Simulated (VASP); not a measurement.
# PtS2 (P-3m1) in VASP: single point with PBE

Aim: the single point of PtS2 with PBE.

Program: VASP 6.6.1. These are calculated values, not measurements. Logs are shortened: lines on timing, memory, paths and dates and some standing lists are left out, and cuts for length are marked.

## 1. The cell of the first run

Symmetry: P-3m1, No. 164, trigonal system. The conventional cell has a = 3.553 Å, b = 3.553 Å, c = 5.123 Å, α = 90.00°, β = 90.00°, γ = 120.00°. Pt (site symmetry -3m) has 6 S at 2.39 Å within 3.2 Å. S (site symmetry 3m) has 3 Pt at 2.39 Å and 3 S at 3.20 Å within 3.2 Å.

## 2. Single point, PBE

INCAR reads:

```
ALGO = Normal
EDIFF = 1E-6
ENCUT = 570
GGA = PE
GGA_COMPAT = F
ISIF = 2
ISMEAR = 1
LASPH = T
LCHARG = F
LREAL = F
LWAVE = F
NBANDS = 22
NELM = 120
PREC = Accurate
SIGMA = 0.2
```

KPOINTS reads:

```
k-points
0
Gamma
  6 6 4
```

POSCAR reads:

```
PtS2
1.0
    3.5526415803      0.0000000000      0.0000000000
   -1.7763207902      3.0766778591      0.0000000000
    0.0000000000      0.0000000000      5.1227110450
Pt S
1 2
Direct
    0.0000000000      0.0000000000      0.0000000000
    0.3333333333      0.6666666667      0.2392599773
    0.6666666667      0.3333333333      0.7607400227
```

Potentials or basis: VASP PAW PBE potentials, release 64 (Pt_sv_GW, S).

Started as:

```sh
cat potpaw_PBE.64/Pt_sv_GW/POTCAR potpaw_PBE.64/S/POTCAR > POTCAR
mpirun -np 1 vasp_std > vasp.out
```

OUTCAR:

```text
EDIFF = 1E-6
   ENCUT = 570
   GGA = PE
   ISIF = 2
   ISMEAR = 1
   LASPH = T
   LREAL = F
   NELM = 120
   PREC = Accurate

 ion  position               nearest neighbor table
   1  0.000  0.000  0.000-   2 2.39   3 2.39   3 2.39   2 2.39   3 2.39   2 2.39
   2  0.333  0.667  0.239-   1 2.39   1 2.39   1 2.39
   3  0.667  0.333  0.761-   1 2.39   1 2.39   1 2.39

  LATTYP: Found a hexagonal cell.
 ALAT       =     3.5526415803
 C/A-ratio  =     1.4419442348

  Lattice vectors:

 A1 = (   3.5526415803,   0.0000000000,   0.0000000000)
 A2 = (  -1.7763207902,   3.0766778591,   0.0000000000)
 A3 = (   0.0000000000,   0.0000000000,   5.1227110450)

Analysis of symmetry for initial positions (statically):
=====================================================================
 Subroutine PRICEL returns:
 Original cell was already a primitive cell.

 Routine SETGRP: Setting up the symmetry group for a
 hexagonal supercell.

 Subroutine GETGRP returns: Found 12 space group operations
 (whereof 12 operations were pure point group operations)
 out of a pool of 24 trial point group operations.

The static configuration has the point symmetry D_3d.

Analysis of symmetry for dynamics (positions and initial velocities):
=====================================================================
 Subroutine PRICEL returns:
 Original cell was already a primitive cell.

 Routine SETGRP: Setting up the symmetry group for a
 hexagonal supercell.

 Subroutine GETGRP returns: Found 12 space group operations
 (whereof 12 operations were pure point group operations)
 out of a pool of 24 trial point group operations.

The dynamic configuration has the point symmetry D_3d.

 Subroutine INISYM returns: Found 12 space group operations
 (whereof 12 operations are pure point group operations),
 and found     1 'primitive' translations

----------------------------------------------------------------------------------------

                                     Primitive cell

  volume of cell :      55.9929

  direct lattice vectors                    reciprocal lattice vectors
     3.552641580  0.000000000  0.000000000     0.281480689  0.162512952  0.000000000
    -1.776320790  3.076677859  0.000000000     0.000000000  0.325025903  0.000000000
     0.000000000  0.000000000  5.122711045     0.000000000  0.000000000  0.195209137

  length of vectors
[... 80 lines left out ...]
   LASPH  =      T    aspherical Exc in radial PAW
   ENCUT  =  570.0 eV  41.89 Ry    6.47 a.u.   6.92  6.92  9.97*2*pi/ulx,y,z
   NELM   =    120;   NELMIN=  2; NELMDL= -5     # of ELM steps
   EDIFF  = 0.1E-05   stopping-criterion for ELM
   LREAL  =      F    real-space projection
   EDIFFG = 0.1E-04   stopping-criterion for IOM
   NSW    =      0    number of steps for IOM
   IBRION =     -1    ionic relax: 0-MD 1-quasi-New 2-CG
   NFREE  =      0    steps in history (QN), initial steepest desc. (CG)
   ISIF   =      2    stress and relaxation
   ISYM   =      2    0-nonsym 1-usesym 2-fastsym
   POTIM  = 0.5000    time-step for ionic-motion
   TEBEG  =    0.0;   TEEND  =   0.0 temperature during run
   PSTRESS=    0.0 pullay stress
   NELECT =      30.0000    total number of electrons
   NUPDOWN=      -1.0000    fix difference up-down
   EMIN   =  10.00;   EMAX   =-10.00  energy-range for DOS
   EFERMI =   0.00;   METHOD = LEGACY
   ISMEAR =     1;   SIGMA  =   0.20  broadening in eV -4-tet -1-fermi 0-gaus
   EFERMI_NEDOS =   21; number of points for ismear=-14 and -15
   IALGO  =     38    algorithm
   IMIX   =      4    mixing-type and parameters
     AMIX     =   0.40;   BMIX     =  1.00
     AMIX_MAG =   1.60;   BMIX_MAG =  1.00
  volume/ion in A,a.u.               =      18.66       125.95
  Fermi-wavevector in a.u.,A,eV,Ry     =   1.329650  2.512675 24.054697  1.767970
  Thomas-Fermi vector in A             =   2.458797
   LORBIT       =      0    0 simple, 1 ext, 2 COOP (PROOUT), +10 PAW based schemes
   GGA     = PE    functional components
   LHFCALC =     F    Hartree Fock is set to
   AEXX    =    0.0000 exact exchange contribution
   IVDW    =     0    specifies the selected vdW correction
   LEPSILON=     F    determine dielectric tensor
   LRPA    =     F    only Hartree local field effects (RPA)
 non-spin polarized calculation
 Methfessel and Paxton  Order N= 1 SIGMA  =   0.20
  energy-cutoff  :      570.00
  volume of cell :       55.99
 maximum number of plane-waves:      1752
   NGX = 13   NGY = 13   NGZ = 19

 number of electron      29.9999999 magnetization

 Free energy of the ion-electron system (eV)
  ---------------------------------------------------
  ext. energy  EPLUGINS =         0.00000000
  ---------------------------------------------------
  free energy    TOTEN  =       -15.36202101 eV

  energy without entropy =      -15.36308064  energy(sigma->0) =      -15.36237422

 E-fermi :   6.4256     XC(G=0): -10.6864

 val. band max:        6.2767847125   @ k =   0.0000   0.0000   0.0000
 cond. band min:       7.1300673538   @ k =   0.0000   0.3333   0.2500
 fundamental gap:      0.8532826413
 Fermi energy:         6.4255656380

 k-point     1 :       0.0000    0.0000    0.0000
  band No.  band energies     occupation
      1     -93.2135      2.00000
      2     -47.3607      2.00000
      3     -47.3607      2.00000
      4     -47.2677      2.00000
      5      -8.8281      2.00000
      6      -6.0152      2.00000
[... 589 lines left out ...]
     21      14.3338      0.00000
     22      16.9510      0.00000

------------------------ aborting loop because EDIFF is reached ----------------------------------------

  FORCE on cell =-STRESS in cart. coord.  units (eV):
  Direction    XX          YY          ZZ          XY          YZ          ZX
  --------------------------------------------------------------------------------------
  -------------------------------------------------------------------------------------
  Total        1.1760799      1.1760799      0.6982585     -0.0000000      0.0000000      0.0000000
  in kB       33.6522530     33.6522530     19.9799089     -0.0000000      0.0000000      0.0000000
  external PRESSURE =      29.0948049 kB  Pullay stress =       0.0000000 kB

 VOLUME and BASIS-vectors are now :
 -----------------------------------------------------------------------------
  energy-cutoff  :      570.00
  volume of cell :       55.99
      direct lattice vectors                 reciprocal lattice vectors
     3.552641580  0.000000000  0.000000000     0.281480689  0.162512952  0.000000000
    -1.776320790  3.076677859  0.000000000     0.000000000  0.325025903  0.000000000
     0.000000000  0.000000000  5.122711045     0.000000000  0.000000000  0.195209137

 POSITION                                       TOTAL-FORCE (eV/Angst)
 -----------------------------------------------------------------------------------
      0.00000      0.00000      0.00000         0.000000      0.000000      0.000000
     -0.00000      2.05112      1.22566         0.000000     -0.000000      0.040975
      1.77632      1.02556      3.89705        -0.000000      0.000000     -0.040975
 -----------------------------------------------------------------------------------
    total drift:                                0.000000      0.000000      0.000000

  FREE ENERGIE OF THE ION-ELECTRON SYSTEM (eV)
  ---------------------------------------------------
  free  energy   TOTEN  =       -15.3620210066 eV

  energy  without entropy=      -15.3630806379  energy(sigma->0) =      -15.36237422
```

It took 14 s on 1 thread of Intel Xeon 6975P-C (Granite Rapids), shared host; peak memory 0.19 GiB.

What came out:

```yaml
Free_energy: -15.3620 eV
Pressure: 2.9 GPa
Largest_force: 0.041 eV/Å
Band_gap_on_the_k_mesh: 0.85 eV (least direct gap 1.42 eV)
```

Forces in eV/Å, atoms in the order of the input:
```
Pt   0.000  0.000  0.000
S    0.000  0.000  0.041
S    0.000  0.000 -0.041
```

Caveat: spin-orbit coupling is left out, which moves the levels of the heavy elements.
